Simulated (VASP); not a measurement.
# Cs (C2/m) in VASP: further runs

The runs below take Cs through single point, with PBE.

Everything below comes from runs of VASP 6.6.1. Logs are shortened: lines on timing, memory, paths and dates and some standing lists are left out, and cuts for length are marked.

### Step 1. The cell of the first run

It takes space group C2/m (No. 12, monoclinic). The conventional cell has a = 6.053 Å, b = 8.830 Å, c = 5.338 Å, α = 90.00°, β = 124.25°, γ = 90.00°.

### Step 2. Single point, PBE

File INCAR:

```
ALGO = Fast
EDIFF = 1E-6
ENCUT = 520
GGA = PE
ISIF = 2
ISMEAR = 0
LASPH = True
LCHARG = False
LREAL = False
LWAVE = False
NBANDS = 10
NELM = 100
PREC = Accurate
SIGMA = 0.1
```

File KPOINTS:

```
k-points
0
Gamma
  10 10 10
```

File POSCAR:

```
Cs
1.0
    3.0232816724     -4.4150084527     -0.1447127921
    3.0232816724      4.4150084527     -0.1447127921
   -2.7901530429      0.0000000000      4.5506024958
Cs
1
Direct
    0.0000000000      0.0000000000      0.5000000000
```

Potentials or basis: VASP PAW PBE potentials, release 64 (Cs_sv).

The run is started by

```console
$ cat potpaw_PBE.64/Cs_sv/POTCAR > POTCAR
$ mpirun -np 1 vasp_std > vasp.out
```

OUTCAR:

```text
EDIFF = 1E-6
   ENCUT = 520
   GGA = PE
   ISIF = 2
   ISMEAR = 0
   LASPH = True
   LREAL = False
   NELM = 100
   PREC = Accurate

 ion  position               nearest neighbor table
   1  0.000  0.000  0.500-

  LATTYP: Found a base centered monoclinic cell.
 ALAT       =     6.0534862230
 B/A-ratio  =     1.4586663916
 C/A-ratio  =     0.8817856992
 COS(beta)  =    -0.5628703080

  Lattice vectors:

 A1 = (   3.0232816724,  -4.4150084527,  -0.1447127921)
 A2 = (   3.0232816724,   4.4150084527,  -0.1447127921)
 A3 = (  -2.7901530429,   0.0000000000,   4.5506024958)

Analysis of symmetry for initial positions (statically):
=====================================================================
 Subroutine PRICEL returns:
 Original cell was already a primitive cell.

 Routine SETGRP: Setting up the symmetry group for a
 base centered monoclinic supercell.

 Subroutine GETGRP returns: Found  4 space group operations
 (whereof  4 operations were pure point group operations)
 out of a pool of  4 trial point group operations.

The static configuration has the point symmetry C_2h.

Analysis of symmetry for dynamics (positions and initial velocities):
=====================================================================
 Subroutine PRICEL returns:
 Original cell was already a primitive cell.

 Routine SETGRP: Setting up the symmetry group for a
 base centered monoclinic supercell.

 Subroutine GETGRP returns: Found  4 space group operations
 (whereof  4 operations were pure point group operations)
 out of a pool of  4 trial point group operations.

The dynamic configuration has the point symmetry C_2h.

 Subroutine INISYM returns: Found  4 space group operations
 (whereof  4 operations are pure point group operations),
 and found     1 'primitive' translations

----------------------------------------------------------------------------------------

                                     Primitive cell

  volume of cell :     117.9159

  direct lattice vectors                    reciprocal lattice vectors
     3.023281672 -4.415008453 -0.144712792     0.170383725 -0.113250066  0.104468951
     3.023281672  4.415008453 -0.144712792     0.170383725  0.113250066  0.104468951
    -2.790153043  0.000000000  4.550602496     0.010836677  0.000000000  0.226395513

  length of vectors
     5.352893937  5.352893937  5.337877582     0.229717115  0.229717115  0.226654720

  position of ions in fractional coordinates (direct lattice)
     0.000000000  0.000000000  0.500000000

  ion indices of the primitive-cell ions
   primitive index   ion index
                 1           1

----------------------------------------------------------------------------------------

 KPOINTS: k-points

Automatic generation of k-mesh.
 Grid dimensions read from file:
 generate k-points for:   10   10   10

 Generating k-lattice:

  Cartesian coordinates                     Fractional coordinates (reciprocal lattice)
     0.017038373 -0.011325007  0.010446895     0.100000000 -0.000000000  0.000000000
     0.017038373  0.011325007  0.010446895    -0.000000000  0.100000000  0.000000000
     0.001083668  0.000000000  0.022639551     0.000000000  0.000000000  0.100000000

  Length of vectors
     0.022971712  0.022971712  0.022665472

  Shift w.r.t. Gamma in fractional coordinates (k-lattice)
     0.000000000  0.000000000  0.000000000

 Subroutine IBZKPT returns following result:
 ===========================================

 Found    282 irreducible k-points:

 Following reciprocal coordinates:
            Coordinates               Weight
  0.000000  0.000000  0.000000      1.000000
  0.100000  0.000000 -0.000000      4.000000
  0.200000  0.000000 -0.000000      4.000000
  0.300000  0.000000  0.000000      4.000000
  0.400000  0.000000  0.000000      4.000000
  0.500000 -0.000000  0.000000      2.000000
[... 16 lines left out ...]
  0.300000  0.300000  0.000000      2.000000
  0.400000  0.300000  0.000000      4.000000
 [... further k-points ...]
   k-points           NKPTS =    282   k-points in BZ     NKDIM =    282   number of bands    NBANDS=     10
   number of dos      NEDOS =    301   number of ions     NIONS =      1
   total plane-waves  NPLWV =  64000
   dimension x,y,z NGX =    40 NGY =   40 NGZ =   40
   dimension x,y,z NGXF=    80 NGYF=   80 NGZF=   80
   ions per type =               1
   NGX,Y,Z   is equivalent  to a cutoff of  12.42, 12.42, 12.46 a.u.
   NGXF,Y,Z  is equivalent  to a cutoff of  24.85, 24.85, 24.92 a.u.
 SYSTEM =  unknown system
   PREC   = accura    normal or accurate (medium, high low for compatibility)
   ISTART =      0    job   : 0-new  1-cont  2-samecut
   ICHARG =      2    charge: 1-file 2-atom 10-const
   ISPIN  =      1    spin polarized calculation?
   LNONCOLLINEAR =      F non collinear calculations
   LSORBIT =      F    spin-orbit coupling
   LASPH  =      T    aspherical Exc in radial PAW
   ENCUT  =  520.0 eV  38.22 Ry    6.18 a.u.   9.95  9.95  9.92*2*pi/ulx,y,z
   NELM   =    100;   NELMIN=  2; NELMDL= -5     # of ELM steps
   EDIFF  = 0.1E-05   stopping-criterion for ELM
   LREAL  =      F    real-space projection
   EDIFFG = 0.1E-04   stopping-criterion for IOM
   NSW    =      0    number of steps for IOM
   IBRION =     -1    ionic relax: 0-MD 1-quasi-New 2-CG
   NFREE  =      0    steps in history (QN), initial steepest desc. (CG)
   ISIF   =      2    stress and relaxation
   ISYM   =      2    0-nonsym 1-usesym 2-fastsym
   POTIM  = 0.5000    time-step for ionic-motion
   TEBEG  =    0.0;   TEEND  =   0.0 temperature during run
   PSTRESS=    0.0 pullay stress
   NELECT =       9.0000    total number of electrons
   NUPDOWN=      -1.0000    fix difference up-down
   EMIN   =  10.00;   EMAX   =-10.00  energy-range for DOS
   EFERMI =   0.00;   METHOD = LEGACY
   ISMEAR =     0;   SIGMA  =   0.10  broadening in eV -4-tet -1-fermi 0-gaus
   EFERMI_NEDOS =   21; number of points for ismear=-14 and -15
   IALGO  =     68    algorithm
   IMIX   =      4    mixing-type and parameters
     AMIX     =   0.40;   BMIX     =  1.00
     AMIX_MAG =   1.60;   BMIX_MAG =  1.00
  volume/ion in A,a.u.               =     117.92       795.74
  Fermi-wavevector in a.u.,A,eV,Ry     =   0.694435  1.312292  6.561272  0.482240
  Thomas-Fermi vector in A             =   1.776927
   LORBIT       =      0    0 simple, 1 ext, 2 COOP (PROOUT), +10 PAW based schemes
   GGA     = PE    functional components
   LHFCALC =     F    Hartree Fock is set to
   AEXX    =    0.0000 exact exchange contribution
   IVDW    =     0    specifies the selected vdW correction
   LEPSILON=     F    determine dielectric tensor
   LRPA    =     F    only Hartree local field effects (RPA)
 non-spin polarized calculation
 RMM-DIIS sequential band-by-band and
 Gauss-broadening in eV      SIGMA  =   0.10
  energy-cutoff  :      520.00
  volume of cell :      117.92
 maximum number of plane-waves:      3206
   NGX = 19   NGY = 19   NGZ = 19

 number of electron       9.0000002 magnetization

 Free energy of the ion-electron system (eV)
  ---------------------------------------------------
  ext. energy  EPLUGINS =         0.00000000
  ---------------------------------------------------
  free energy    TOTEN  =        -0.85137364 eV

  energy without entropy =       -0.84239764  energy(sigma->0) =       -0.84688564

 E-fermi :   0.3967     XC(G=0):  -5.3447

 val. band max:        0.3962307509   @ k =   0.5000   0.3000   0.2000
 cond. band min:       0.4005532674   @ k =   0.2000   0.0000   0.5000
 fundamental gap:      0.0043225165
 Fermi energy:         0.3967282153

 k-point     1 :       0.0000    0.0000    0.0000
  band No.  band energies     occupation
      1     -23.4796      2.00000
      2     -10.2267      2.00000
      3     -10.2266      2.00000
      4     -10.2258      2.00000
      5      -1.2607      2.00000
      6       2.7871      0.00000
      7       2.9132      0.00000
      8       2.9151      0.00000
      9       3.6191      0.00000
     10       3.7984      0.00000

 k-point     2 :       0.1000    0.0000   -0.0000
  band No.  band energies     occupation
      1     -23.4791      2.00000
      2     -10.2389      2.00000
      3     -10.2306      2.00000
      4     -10.2261      2.00000
      5      -1.1522      2.00000
      6       2.7120      0.00000
      7       2.7948      0.00000
      8       2.9765      0.00000
      9       3.5538      0.00000
     10       3.6923      0.00000

 k-point     3 :       0.2000    0.0000   -0.0000
  band No.  band energies     occupation
      1     -23.4776      2.00000
      2     -10.2707      2.00000
      3     -10.2412      2.00000
      4     -10.2265      2.00000
      5      -0.8415      2.00000
      6       2.3793      0.00000
      7       2.4671      0.00000
      8       3.2820      0.00000
      9       3.5575      0.00000
     10       3.6654      0.00000

 k-point     4 :       0.3000    0.0000    0.0000
  band No.  band energies     occupation
      1     -23.4758      2.00000
      2     -10.3092      2.00000
      3     -10.2543      2.00000
      4     -10.2269      2.00000
      5      -0.3760      2.00000
      6       1.8920      0.00000
      7       2.2209      0.00000
      8       3.6677      0.00000
      9       3.7587      0.00000
     10       3.7928      0.00000
[... 222 lines left out ...]
 k-point    22 :      -0.2000    0.2000    0.0000
  band No.  band energies     occupation
      1     -23.4776      2.00000
      2     -10.2711      2.00000
      3     -10.2399      2.00000
      4     -10.2258      2.00000
      5      -0.8534      2.00000
      6       2.3182      0.00000
      7       2.5701      0.00000
      8       3.3374      0.00000
      9       3.4180      0.00000
     10       3.7383      0.00000

 k-point    23 :       0.3000    0.3000    0.0000
  band No.  band energies     occupation
      1     -23.4731      2.00000
      2     -10.3237      2.00000
      3     -10.2997      2.00000
      4     -10.2418      2.00000
      5       0.9532      0.00000
      6       1.3244      0.00000
      7       1.5102      0.00000
      8       3.6443      0.00000
      9       3.7174      0.00000
     10       4.1460      0.00000

 k-point    24 :       0.4000    0.3000    0.0000
  band No.  band energies     occupation
      1     -23.4732      2.00000
      2     -10.3240      2.00000
      3     -10.2993      2.00000
      4     -10.2408      2.00000
      5       0.9201      0.00000
      6       1.3485      0.00000
      7       1.5097      0.00000
      8       3.6001      0.00000
      9       3.7833      0.00000
     10       4.1059      0.00000

 [... further k-points ...]

------------------------ aborting loop because EDIFF is reached ----------------------------------------

  FORCE on cell =-STRESS in cart. coord.  units (eV):
  Direction    XX          YY          ZZ          XY          YZ          ZX
  --------------------------------------------------------------------------------------
  -------------------------------------------------------------------------------------
  Total       -0.0200252     -0.0190795     -0.0176294      0.0000000      0.0000000     -0.0037483
  in kB       -0.2720914     -0.2592417     -0.2395389      0.0000000      0.0000000     -0.0509298
  external PRESSURE =      -0.2569573 kB  Pullay stress =       0.0000000 kB

 VOLUME and BASIS-vectors are now :
 -----------------------------------------------------------------------------
  energy-cutoff  :      520.00
  volume of cell :      117.92
      direct lattice vectors                 reciprocal lattice vectors
     3.023281672 -4.415008453 -0.144712792     0.170383725 -0.113250066  0.104468951
     3.023281672  4.415008453 -0.144712792     0.170383725  0.113250066  0.104468951
    -2.790153043  0.000000000  4.550602496     0.010836677  0.000000000  0.226395513

 POSITION                                       TOTAL-FORCE (eV/Angst)
 -----------------------------------------------------------------------------------
     -1.39508      0.00000      2.27530         0.000000      0.000000      0.000000
 -----------------------------------------------------------------------------------
    total drift:                               -0.000000     -0.000000      0.000000

  FREE ENERGIE OF THE ION-ELECTRON SYSTEM (eV)
  ---------------------------------------------------
  free  energy   TOTEN  =        -0.8513736415 eV

  energy  without entropy=       -0.8423976360  energy(sigma->0) =       -0.84688564
```

Run time: 1.7 min. Hardware: 1 thread of Intel Xeon 6975P-C (Granite Rapids), shared host; peak memory 0.46 GiB.

Results:

* Free energy: -0.8514 eV
* Pressure: 0.0 GPa
* Band gap on the k mesh: zero (an odd number of electrons rules out a gap without spin polarisation)

Caveat: spin-orbit coupling is left out, which moves the levels of the heavy elements.

### Step 3. Single point, PBE

This run uses another cell than the first one, of 25.76 Å³/atom.

File INCAR:

```
SYSTEM = Cs
PREC = Accurate
ENCUT = 520
EDIFF = 1E-6
ISMEAR = 0
SIGMA = 0.1
LREAL = .False.
LASPH = .True.
NELM = 100
ALGO = Fast
ISIF = 2
LWAVE = .False.
LCHARG = .False.
GGA = PE
NBANDS = 10
```

File KPOINTS:

```
regular mesh
0
Gamma
  16 16 16
  0 0 0
```

File POSCAR:

```
Cs
1.0
    1.8428533123     -2.6420765002     -0.0931971519
    1.8428533123      2.6420765002     -0.0931971519
   -1.7104687849      0.0000000000      2.7319756983
Cs
1
Direct
    0.0000000000      0.0000000000      0.5000000000
```

Potentials or basis: VASP PAW PBE potentials, release 64 (Cs_sv).

The run is started by

```console
$ cat potpaw_PBE.64/Cs_sv/POTCAR > POTCAR
$ mpirun -np 1 vasp_std > vasp.out
```

OUTCAR:

```text
SYSTEM = Cs
   PREC = Accurate
   ENCUT = 520
   EDIFF = 1E-6
   ISMEAR = 0
   LREAL = .False.
   LASPH = .True.
   NELM = 100
   ISIF = 2
   GGA = PE

 ion  position               nearest neighbor table
   1  0.000  0.000  0.500-

  Warning from LATTYP: Got some problem with cell dimensions!
  Tried to take original basis but could not verify dimensions!
  LATTYP: Found a base centered monoclinic cell.
 ALAT       =     3.6904168002
 B/A-ratio  =     1.4318580492
 C/A-ratio  =     0.8730832647
 COS(beta)  =    -0.5723531627

  Lattice vectors:

 A1 = (  -1.8428533123,   2.6420765002,   0.0931971519)
 A2 = (  -1.8428533123,  -2.6420765002,   0.0931971519)
 A3 = (   1.9752378397,   0.0000000000,   2.5455813945)

Analysis of symmetry for initial positions (statically):
=====================================================================
 Subroutine PRICEL returns:
 Original cell was already a primitive cell.

 Routine SETGRP: Setting up the symmetry group for a
 base centered monoclinic supercell.

 Subroutine GETGRP returns: Found  4 space group operations
 (whereof  4 operations were pure point group operations)
 out of a pool of  4 trial point group operations.

[... 170 lines left out ...]
      1     -17.7060      2.00000
      2      -0.3233      2.00000
      3      -0.3230      2.00000
      4      -0.3095      2.00000
      5       8.6464      0.00000
      6      11.4209      0.00000
      7      11.6195      0.00000
      8      11.6197      0.00000
      9      14.3397      0.00000
     10      14.6263      0.00000
[... 287 lines left out ...]
 k-point    24 :      -0.0625    0.0625    0.0000
  band No.  band energies     occupation
      1     -17.6558      2.00000
      2      -0.6506      2.00000
      3      -0.4007      2.00000
      4      -0.3325      2.00000
      5       8.9317      0.00000
      6      11.3615      0.00000
      7      11.3929      0.00000
      8      11.8702      0.00000
      9      13.7963      0.00000
     10      14.4468      0.00000

 [... further k-points ...]

------------------------ aborting loop because EDIFF is reached ----------------------------------------

  FORCE on cell =-STRESS in cart. coord.  units (eV):
  Direction    XX          YY          ZZ          XY          YZ          ZX
  --------------------------------------------------------------------------------------
  -------------------------------------------------------------------------------------
  Total        5.0642306      5.0598896      5.0598539      0.0000000      0.0000000      0.0001371
  in kB      314.9593318    314.6893557    314.6871372      0.0000000      0.0000000      0.0085258
  external PRESSURE =     314.7786082 kB  Pullay stress =       0.0000000 kB

 VOLUME and BASIS-vectors are now :
 -----------------------------------------------------------------------------
  energy-cutoff  :      520.00
  volume of cell :       25.76
      direct lattice vectors                 reciprocal lattice vectors
     1.842853312 -2.642076500 -0.093197152     0.280190012 -0.189245088  0.175424792
     1.842853312  2.642076500 -0.093197152     0.280190012  0.189245088  0.175424792
    -1.710468785  0.000000000  2.731975698     0.019116503  0.000000000  0.378004161

 POSITION                                       TOTAL-FORCE (eV/Angst)
 -----------------------------------------------------------------------------------
     -0.85523      0.00000      1.36599         0.000000      0.000000      0.000000
 -----------------------------------------------------------------------------------
    total drift:                               -0.000000      0.000000      0.000000

  FREE ENERGIE OF THE ION-ELECTRON SYSTEM (eV)
  ---------------------------------------------------
  free  energy   TOTEN  =         1.5302579956 eV

  energy  without entropy=        1.5341625472  energy(sigma->0) =        1.53221027
```

It took 63 s on 1 thread of Intel Xeon 6975P-C (Granite Rapids), shared host; peak memory 0.35 GiB.

What came out:

```
Free energy            : 1.5303 eV
Pressure               : 31.5 GPa
Band gap on the k mesh : zero (an odd number of electrons rules out a gap without spin polarisation)
```

Caveat: the cell stands under pressure; spin-orbit coupling is left out, which moves the levels of the heavy elements.
